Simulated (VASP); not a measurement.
# Zr (P6/mmm) in VASP: further runs

Runs on Zr. Level: BLYP. Tasks: single point.

Everything below comes from runs of VASP 6.6.1. Logs are shortened: lines on timing, memory, paths and dates and some standing lists are left out, and cuts for length are marked.

## (1) The cell of the first run

The structure is hexagonal, space group P6/mmm (No. 191). Conventional cell: a = 5.107 Å, b = 5.107 Å, c = 3.178 Å, α = 90.00°, β = 90.00°, γ = 120.00°. Within 4.2 Å of Zr (site symmetry 6/mmm) lie 14 Zr at 3.18 to 3.35 Å. Zr (site symmetry -6m2) has 11 Zr at 2.95 to 3.35 Å within 3.9 Å.

This isn't the form of Zr at room conditions, which is hcp.

## (2) Single point, BLYP

Input file INCAR:

```
PREC     = Accurate       # precision mode
ENCUT    = 520            # plane-wave cutoff, eV
EDIFF    = 1E-6           # SCF threshold, eV
ISMEAR   = -1             # smearing method
SIGMA    = 0.1            # smearing width, eV
LREAL    = F              # projectors in reciprocal space
LASPH    = T              # aspherical terms in the spheres
NELM     = 60             # most SCF steps
ALGO     = Normal         # electronic algorithm
ISIF     = 2              # what is computed and relaxed
LWAVE    = F              # write WAVECAR
LCHARG   = T              # write CHGCAR
GGA      = B5             # functional
ALDAX    = 1.0          
AGGAX    = 1.0          
AGGAC    = 1.0          
ALDAC    = 0.0          
LELF     = T              # ELF
LVHAR    = T            
NBANDS   = 25             # bands
```

Input file KPOINTS:

```
regular mesh
0
Gamma
  7 7 10
```

Input file POSCAR:

```
Zr
1.0
    5.1071879473      0.0000000000      0.0000000000
   -2.5535939737      4.4229545043      0.0000000000
    0.0000000000      0.0000000000      3.1775949787
Zr
3
Direct
    1.0000000000      1.0000000000      0.0000000000
    0.3333333333      0.6666666667      0.5000000000
    0.6666666667      0.3333333333      0.5000000000
```

Potentials or basis: VASP PAW PBE potentials, release 64 (Zr_sv).

Launch:

```bash
$ cat potpaw_PBE.64/Zr_sv/POTCAR > POTCAR
$ mpirun -np 1 vasp_std > vasp.out
```

OUTCAR:

```text
PREC = Accurate
   ENCUT = 520
   EDIFF = 1E-6
   ISMEAR = -1
   LREAL = F
   LASPH = T
   NELM = 60
   ISIF = 2
   GGA = B5

 ion  position               nearest neighbor table
   1  0.000  0.000  0.000-   2 3.35   3 3.35   2 3.35   3 3.35   3 3.35   3 3.35   2 3.35   2 3.35
                             3 3.35   3 3.35   2 3.35   2 3.35
   2  0.333  0.667  0.500-   3 2.95   3 2.95   3 2.95   1 3.35   1 3.35   1 3.35   1 3.35   1 3.35
                             1 3.35
   3  0.667  0.333  0.500-   2 2.95   2 2.95   2 2.95   1 3.35   1 3.35   1 3.35   1 3.35   1 3.35
                             1 3.35

  LATTYP: Found a hexagonal cell.
 ALAT       =     5.1071879473
 C/A-ratio  =     0.6221809363

  Lattice vectors:

 A1 = (   5.1071879473,   0.0000000000,   0.0000000000)
 A2 = (  -2.5535939737,   4.4229545043,   0.0000000000)
 A3 = (   0.0000000000,   0.0000000000,   3.1775949787)

Analysis of symmetry for initial positions (statically):
=====================================================================
 Subroutine PRICEL returns:
 Original cell was already a primitive cell.

 Routine SETGRP: Setting up the symmetry group for a
 hexagonal supercell.

 Subroutine GETGRP returns: Found 24 space group operations
 (whereof 24 operations were pure point group operations)
 out of a pool of 24 trial point group operations.

The static configuration has the point symmetry D_6h.

Analysis of symmetry for dynamics (positions and initial velocities):
=====================================================================
 Subroutine PRICEL returns:
 Original cell was already a primitive cell.

 Routine SETGRP: Setting up the symmetry group for a
 hexagonal supercell.

 Subroutine GETGRP returns: Found 24 space group operations
 (whereof 24 operations were pure point group operations)
 out of a pool of 24 trial point group operations.

The dynamic configuration has the point symmetry D_6h.

 Subroutine INISYM returns: Found 24 space group operations
 (whereof 24 operations are pure point group operations),
 and found     1 'primitive' translations

----------------------------------------------------------------------------------------

                                     Primitive cell

  volume of cell :      71.7782

[... 84 lines left out ...]
   ISPIN  =      1    spin polarized calculation?
   LNONCOLLINEAR =      F non collinear calculations
   LSORBIT =      F    spin-orbit coupling
   LASPH  =      T    aspherical Exc in radial PAW
   ENCUT  =  520.0 eV  38.22 Ry    6.18 a.u.   9.50  9.50  5.91*2*pi/ulx,y,z
   NELM   =     60;   NELMIN=  2; NELMDL= -5     # of ELM steps
   EDIFF  = 0.1E-05   stopping-criterion for ELM
   LREAL  =      F    real-space projection
   EDIFFG = 0.1E-04   stopping-criterion for IOM
   NSW    =      0    number of steps for IOM
   IBRION =     -1    ionic relax: 0-MD 1-quasi-New 2-CG
   NFREE  =      0    steps in history (QN), initial steepest desc. (CG)
   ISIF   =      2    stress and relaxation
   ISYM   =      2    0-nonsym 1-usesym 2-fastsym
   POTIM  = 0.5000    time-step for ionic-motion
   TEBEG  =    0.0;   TEEND  =   0.0 temperature during run
   PSTRESS=    0.0 pullay stress
   NELECT =      36.0000    total number of electrons
   NUPDOWN=      -1.0000    fix difference up-down
   EMIN   =  10.00;   EMAX   =-10.00  energy-range for DOS
   EFERMI =   0.00;   METHOD = LEGACY
   ISMEAR =    -1;   SIGMA  =   0.10  broadening in eV -4-tet -1-fermi 0-gaus
   EFERMI_NEDOS =   21; number of points for ismear=-14 and -15
   IALGO  =     38    algorithm
   IMIX   =      4    mixing-type and parameters
     AMIX     =   0.40;   BMIX     =  1.00
     AMIX_MAG =   1.60;   BMIX_MAG =  1.00
  volume/ion in A,a.u.               =      23.93       161.46
  Fermi-wavevector in a.u.,A,eV,Ry     =   1.300703  2.457972 23.018711  1.691828
  Thomas-Fermi vector in A             =   2.431884
   LORBIT       =      0    0 simple, 1 ext, 2 COOP (PROOUT), +10 PAW based schemes
   GGA     = B5    functional components
   LHFCALC =     F    Hartree Fock is set to
   AEXX    =    0.0000 exact exchange contribution
   IVDW    =     0    specifies the selected vdW correction
   LEPSILON=     F    determine dielectric tensor
   LRPA    =     F    only Hartree local field effects (RPA)
 non-spin polarized calculation
  energy-cutoff  :      520.00
  volume of cell :       71.78
 maximum number of plane-waves:      1992
 NGX is ok and might be reduce to    40
   NGX = 19   NGY = 19   NGZ = 11

 number of electron      36.0000000 magnetization

 Free energy of the ion-electron system (eV)
  ---------------------------------------------------
  ext. energy  EPLUGINS =         0.00000000
  ---------------------------------------------------
  free energy    TOTEN  =       -22.01999009 eV

  energy without entropy =      -21.91531800  energy(sigma->0) =      -21.96765405

 E-fermi :   9.0502     XC(G=0): -10.3891

 val. band max:        9.0371259152   @ k =   0.2857   0.2857   0.0000
 cond. band min:       9.1234524265   @ k =   0.1429   0.1429   0.0000
 fundamental gap:      0.0863265113
 Fermi energy:         9.0502016926

 k-point     1 :       0.0000    0.0000    0.0000
  band No.  band energies     occupation
      1     -39.8149      2.00000
      2     -39.5301      2.00000
      3     -39.3592      2.00000
      4     -18.0208      2.00000
      5     -18.0208      2.00000
      6     -17.9719      2.00000
[... 661 lines left out ...]
     24      12.0367      0.00000
     25      12.2223      0.00000

 [... further k-points ...]

------------------------ aborting loop because EDIFF is reached ----------------------------------------

  FORCE on cell =-STRESS in cart. coord.  units (eV):
  Direction    XX          YY          ZZ          XY          YZ          ZX
  --------------------------------------------------------------------------------------
  -------------------------------------------------------------------------------------
  Total        0.0554951      0.0554951      0.0717222     -0.0000000      0.0000000     -0.0000000
  in kB        1.2387180      1.2387180      1.6009264     -0.0000000      0.0000000     -0.0000000
  external PRESSURE =       1.3594541 kB  Pullay stress =       0.0000000 kB

 VOLUME and BASIS-vectors are now :
 -----------------------------------------------------------------------------
  energy-cutoff  :      520.00
  volume of cell :       71.78
      direct lattice vectors                 reciprocal lattice vectors
     5.107187947  0.000000000  0.000000000     0.195802467  0.113046607  0.000000000
    -2.553593974  4.422954504  0.000000000     0.000000000  0.226093214  0.000000000
     0.000000000  0.000000000  3.177594979     0.000000000  0.000000000  0.314703418

 POSITION                                       TOTAL-FORCE (eV/Angst)
 -----------------------------------------------------------------------------------
      0.00000      0.00000      0.00000        -0.000000      0.000000      0.000000
     -0.00000      2.94864      1.58880        -0.000000     -0.000000     -0.000000
      2.55359      1.47432      1.58880         0.000000      0.000000      0.000000
 -----------------------------------------------------------------------------------
    total drift:                                0.000000      0.000000      0.000000

  FREE ENERGIE OF THE ION-ELECTRON SYSTEM (eV)
  ---------------------------------------------------
  free  energy   TOTEN  =       -22.0199900928 eV

  energy  without entropy=      -21.9153179997  energy(sigma->0) =      -21.96765405
```

OSZICAR:

```text
N       E                     dE             d eps       ncg     rms          rms(c)
DAV:   1     0.359643734639E+03    0.35964E+03   -0.19506E+04  2400   0.143E+03
DAV:   2     0.232318329146E+01   -0.35732E+03   -0.34987E+03  2817   0.418E+02
DAV:   3    -0.220415737287E+02   -0.24365E+02   -0.23921E+02  4527   0.787E+01
DAV:   4    -0.229728070294E+02   -0.93123E+00   -0.92852E+00  3096   0.163E+01
DAV:   5    -0.230039810057E+02   -0.31174E-01   -0.31155E-01  3696   0.252E+00    0.168E+01
DAV:   6    -0.221657338866E+02    0.83825E+00   -0.15409E+00  2782   0.852E+00    0.667E+00
DAV:   7    -0.220446605219E+02    0.12107E+00   -0.10431E+00  3373   0.595E+00    0.158E+00
DAV:   8    -0.220149928697E+02    0.29668E-01   -0.24217E-01  3399   0.296E+00    0.109E+00
DAV:   9    -0.220213386036E+02   -0.63457E-02   -0.44972E-02  3300   0.165E+00    0.230E-01
DAV:  10    -0.220199736073E+02    0.13650E-02   -0.68102E-03  3227   0.527E-01    0.557E-02
DAV:  11    -0.220199838283E+02   -0.10221E-04   -0.28993E-04  3251   0.122E-01    0.224E-02
DAV:  12    -0.220199894359E+02   -0.56075E-05   -0.32350E-05  3753   0.346E-02    0.740E-03
DAV:  13    -0.220199907031E+02   -0.12672E-05   -0.52914E-06  2930   0.153E-02    0.372E-03
DAV:  14    -0.220199900928E+02    0.61035E-06   -0.88625E-07  1550   0.777E-03
   1 F= -.22019990E+02 E0= -.21967654E+02  d E =-.104672E+00
```

Run time: 60 s. Hardware: 1 thread of AMD EPYC 9R45 (Zen 5), shared host; peak memory 0.19 GiB.

What came out:

```
Free energy            : -22.0200 eV
Pressure               : 0.1 GPa
Band gap on the k mesh : zero (bands 18 and 19 overlap by 0.46 eV)
```

Levels at points of the mesh, in eV from the Fermi level:
| k point | band 14 | band 15 | band 16 | band 17 | band 18 | band 19 | band 20 | band 21 | band 22 | band 23 |
| --- | --- | --- | --- | --- | --- | --- | --- | --- | --- | --- |
| (0.00, 0.00, 0.00) | -2.22 | -0.45 | -0.45 | -0.40 | -0.40 | -0.21 | 0.74 | 1.51 | 1.51 | 2.12 |
| (0.00, 0.00, 0.50) | -2.30 | -2.04 | -1.76 | -1.76 | -1.23 | 1.18 | 1.18 | 1.54 | 1.54 | 3.94 |

Caveat: the PAW data sets were made with another functional, which shifts forces and pressure a little.

## (3) Single point, BLYP (21.05 Å³/atom)

This run uses another cell than the first one, of 21.05 Å³/atom.

Input file INCAR:

```
SYSTEM = Zr
PREC     = Accurate       ! precision mode
ENCUT    = 520            ! plane-wave cutoff, eV
EDIFF    = 1E-7           ! SCF threshold, eV
ISMEAR   = -1             ! smearing method
SIGMA    = 0.1            ! smearing width, eV
LREAL    = .False.        ! projectors in reciprocal space
LASPH    = .True.         ! aspherical terms in the spheres
NELM     = 80             ! most SCF steps
ALGO     = Normal         ! electronic algorithm
ISIF     = 2              ! what is computed and relaxed
LWAVE    = .False.        ! write WAVECAR
LCHARG   = .False.        ! write CHGCAR
GGA      = B5             ! functional
ALDAX    = 1.0          
AGGAX    = 1.0          
AGGAC    = 1.0          
ALDAC    = 0.0          
NBANDS   = 25             ! bands
```

Input file KPOINTS:

```
Automatic mesh
0
Gamma
  10 10 13
  0 0 0
```

Input file POSCAR:

```
Zr
1.0
    4.8941363489      0.0000000000      0.0000000000
   -2.4470681745      4.2384464077      0.0000000000
    0.0000000000      0.0000000000      3.0450383357
Zr
3
Direct
    1.0000000000      1.0000000000      0.0000000000
    0.3333333333      0.6666666667      0.5000000000
    0.6666666667      0.3333333333      0.5000000000
```

Potentials or basis: VASP PAW PBE potentials, release 64 (Zr_sv).

Launch:

```bash
$ cat potpaw_PBE.64/Zr_sv/POTCAR > POTCAR
$ mpirun -np 1 vasp_std > vasp.out
```

OUTCAR:

```text
SYSTEM = Zr
   PREC = Accurate
   ENCUT = 520
   EDIFF = 1E-7
   ISMEAR = -1
   LREAL = .False.
   LASPH = .True.
   NELM = 80
   ISIF = 2
   GGA = B5

 ion  position               nearest neighbor table
   1  0.000  0.000  0.000-   2 3.21   3 3.21   2 3.21   3 3.21   2 3.21   2 3.21   3 3.21   3 3.21
                             3 3.21   3 3.21   2 3.21   2 3.21
   2  0.333  0.667  0.500-   3 2.83   3 2.83   3 2.83   1 3.21   1 3.21   1 3.21   1 3.21   1 3.21
                             1 3.21
   3  0.667  0.333  0.500-   2 2.83   2 2.83   2 2.83   1 3.21   1 3.21   1 3.21   1 3.21   1 3.21
                             1 3.21

  LATTYP: Found a hexagonal cell.
 ALAT       =     4.8941363489
 C/A-ratio  =     0.6221809363

  Lattice vectors:

 A1 = (   4.8941363489,   0.0000000000,   0.0000000000)
 A2 = (  -2.4470681745,   4.2384464077,   0.0000000000)
 A3 = (   0.0000000000,   0.0000000000,   3.0450383357)

Analysis of symmetry for initial positions (statically):
=====================================================================
 Subroutine PRICEL returns:
 Original cell was already a primitive cell.

 Routine SETGRP: Setting up the symmetry group for a
 hexagonal supercell.

 Subroutine GETGRP returns: Found 24 space group operations
 (whereof 24 operations were pure point group operations)
 out of a pool of 24 trial point group operations.

The static configuration has the point symmetry D_6h.

Analysis of symmetry for dynamics (positions and initial velocities):
=====================================================================
 Subroutine PRICEL returns:
 Original cell was already a primitive cell.

 Routine SETGRP: Setting up the symmetry group for a
 hexagonal supercell.

 Subroutine GETGRP returns: Found 24 space group operations
 (whereof 24 operations were pure point group operations)
 out of a pool of 24 trial point group operations.

[... 116 lines left out ...]
   EFERMI =   0.00;   METHOD = LEGACY
   ISMEAR =    -1;   SIGMA  =   0.10  broadening in eV -4-tet -1-fermi 0-gaus
   EFERMI_NEDOS =   21; number of points for ismear=-14 and -15
   IALGO  =     38    algorithm
   IMIX   =      4    mixing-type and parameters
     AMIX     =   0.40;   BMIX     =  1.00
     AMIX_MAG =   1.60;   BMIX_MAG =  1.00
  volume/ion in A,a.u.               =      21.05       142.09
  Fermi-wavevector in a.u.,A,eV,Ry     =   1.357325  2.564972 25.066434  1.842331
  Thomas-Fermi vector in A             =   2.484253
   LORBIT       =      0    0 simple, 1 ext, 2 COOP (PROOUT), +10 PAW based schemes
   GGA     = B5    functional components
   LHFCALC =     F    Hartree Fock is set to
   AEXX    =    0.0000 exact exchange contribution
   IVDW    =     0    specifies the selected vdW correction
   LEPSILON=     F    determine dielectric tensor
   LRPA    =     F    only Hartree local field effects (RPA)
 non-spin polarized calculation
  energy-cutoff  :      520.00
  volume of cell :       63.16
 maximum number of plane-waves:      1721
   NGX = 19   NGY = 19   NGZ = 11

 number of electron      36.0000000 magnetization

 Free energy of the ion-electron system (eV)
  ---------------------------------------------------
  ext. energy  EPLUGINS =         0.00000000
  ---------------------------------------------------
  free energy    TOTEN  =       -21.65787311 eV

  energy without entropy =      -21.56077292  energy(sigma->0) =      -21.60932302

 E-fermi :  10.5078     XC(G=0): -10.9594

 val. band max:       10.5001966452   @ k =   0.4000   0.2000   0.1538
 cond. band min:      10.5116340972   @ k =   0.3000   0.3000   0.2308
 fundamental gap:      0.0114374520
 Fermi energy:        10.5078371358

 k-point     1 :       0.0000    0.0000    0.0000
  band No.  band energies     occupation
      1     -38.0708      2.00000
      2     -37.8202      2.00000
      3     -37.5756      2.00000
      4     -16.4653      2.00000
      5     -16.4653      2.00000
      6     -16.3669      2.00000
[... 661 lines left out ...]
     24      13.3336      0.00000
     25      14.2418      0.00000

 [... further k-points ...]

------------------------ aborting loop because EDIFF is reached ----------------------------------------

  FORCE on cell =-STRESS in cart. coord.  units (eV):
  Direction    XX          YY          ZZ          XY          YZ          ZX
  --------------------------------------------------------------------------------------
  -------------------------------------------------------------------------------------
  Total        5.7234072      5.7234072      5.7644858     -0.0000000     -0.0000000     -0.0000000
  in kB      145.1742864    145.1742864    146.2162453     -0.0000000     -0.0000000     -0.0000000
  external PRESSURE =     145.5216060 kB  Pullay stress =       0.0000000 kB

 VOLUME and BASIS-vectors are now :
 -----------------------------------------------------------------------------
  energy-cutoff  :      520.00
  volume of cell :       63.16
      direct lattice vectors                 reciprocal lattice vectors
     4.894136349  0.000000000  0.000000000     0.204326142  0.117967753  0.000000000
    -2.447068175  4.238446408  0.000000000     0.000000000  0.235935507  0.000000000
     0.000000000  0.000000000  3.045038336     0.000000000  0.000000000  0.328403090

 POSITION                                       TOTAL-FORCE (eV/Angst)
 -----------------------------------------------------------------------------------
      0.00000      0.00000      0.00000         0.000000      0.000000      0.000000
     -0.00000      2.82563      1.52252         0.000000      0.000000      0.000000
      2.44707      1.41282      1.52252        -0.000000      0.000000      0.000000
 -----------------------------------------------------------------------------------
    total drift:                                0.000000     -0.000000     -0.000000

  FREE ENERGIE OF THE ION-ELECTRON SYSTEM (eV)
  ---------------------------------------------------
  free  energy   TOTEN  =       -21.6578731097 eV

  energy  without entropy=      -21.5607729228  energy(sigma->0) =      -21.60932302
```

OSZICAR:

```text
N       E                     dE             d eps       ncg     rms          rms(c)
DAV:   1     0.365486852089E+03    0.36549E+03   -0.19799E+04  4900   0.146E+03
DAV:   2     0.350086041276E+01   -0.36199E+03   -0.35472E+03  5723   0.425E+02
DAV:   3    -0.214836681635E+02   -0.24985E+02   -0.24420E+02  9140   0.807E+01
DAV:   4    -0.223833983816E+02   -0.89973E+00   -0.89656E+00  6140   0.162E+01
DAV:   5    -0.224106081512E+02   -0.27210E-01   -0.27194E-01  7567   0.245E+00    0.213E+01
DAV:   6    -0.217535959000E+02    0.65701E+00   -0.12605E+00  6007   0.814E+00    0.914E+00
DAV:   7    -0.216741586572E+02    0.79437E-01   -0.92002E-01  6784   0.611E+00    0.161E+00
DAV:   8    -0.216515448673E+02    0.22614E-01   -0.21311E-01  6975   0.305E+00    0.110E+00
DAV:   9    -0.216588336776E+02   -0.72888E-02   -0.44068E-02  6291   0.181E+00    0.311E-01
DAV:  10    -0.216578731897E+02    0.96049E-03   -0.52906E-03  6422   0.575E-01    0.571E-02
DAV:  11    -0.216578697243E+02    0.34654E-05   -0.25146E-04  6770   0.111E-01    0.159E-02
DAV:  12    -0.216578722931E+02   -0.25688E-05   -0.15628E-05  7062   0.280E-02    0.771E-03
DAV:  13    -0.216578732149E+02   -0.92181E-06   -0.14769E-06  7212   0.965E-03    0.319E-03
DAV:  14    -0.216578728933E+02    0.32160E-06   -0.45980E-07  5480   0.506E-03    0.129E-03
DAV:  15    -0.216578730576E+02   -0.16426E-06   -0.24996E-08  2953   0.143E-03    0.338E-04
DAV:  16    -0.216578731097E+02   -0.52074E-07   -0.83370E-09  2834   0.674E-04
   1 F= -.21657873E+02 E0= -.21609323E+02  d E =-.971002E-01
```

It took 92 s on 1 thread of AMD EPYC 9R45 (Zen 5), shared host; peak memory 0.22 GiB.

Results:

```
Free energy            : -21.6579 eV
Pressure               : 14.6 GPa
Band gap on the k mesh : zero (bands 18 and 19 overlap by 0.66 eV)
```

Caveat: the cell stands under pressure; the PAW data sets were made with another functional, which shifts forces and pressure a little.

The gap in the log of VASP goes by the Fermi energy; the results here count the filled bands.